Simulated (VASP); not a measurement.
A run of VASP 6.6.1 is set up as follows.

File INCAR:

```
PREC = Accurate
ENCUT = 600
EDIFF = 1E-7
ISMEAR = 0
SIGMA = 0.1
LREAL = False
LASPH = True
NELM = 200
ALGO = Normal
ISIF = 3
LWAVE = False
LCHARG = False
GGA = PE
IBRION = 2
NSW = 90
EDIFFG = -0.04
GGA_COMPAT = False
NELMIN = 4
LMAXMIX = 6
```

The input KPOINTS:

```
Automatic mesh
0
Gamma
  6 6 6
```

POSCAR

```
ErO
1.0
    0.0000000000      2.7138176600      2.7138176600
    2.7138176600      0.0000000000      2.7138176600
    2.7138176600      2.7138176600      0.0000000000
Er O
1 1
Direct
    0.7500000000      0.7500000000      0.7500000000
    0.0000000000      0.0000000000      0.0000000000
```

Potentials or basis: VASP PAW PBE potentials, release 64 (Er_3, O), 4f in core.

Command:

```console
$ cat potpaw_PBE.64/Er_3/POTCAR potpaw_PBE.64/O/POTCAR > POTCAR
$ mpirun -np 1 vasp_std > vasp.out
```

(1) Estimate the space group after relaxing (to 0.1 Å).

(2) What does it give for the band gap on the k mesh?

## Answers

(1) F-43m (No. 216).

(2) zero (an odd number of electrons rules out a gap without spin polarisation).

Caveat: spin-orbit coupling is left out, which moves the levels of the heavy elements; the 4f electrons are frozen in the core, so they carry no moment and show no levels; an odd number of electrons without spin polarisation forces a metal; a magnetic or distorted state may lie lower; the run has no spin polarisation, though such a crystal can be magnetic.
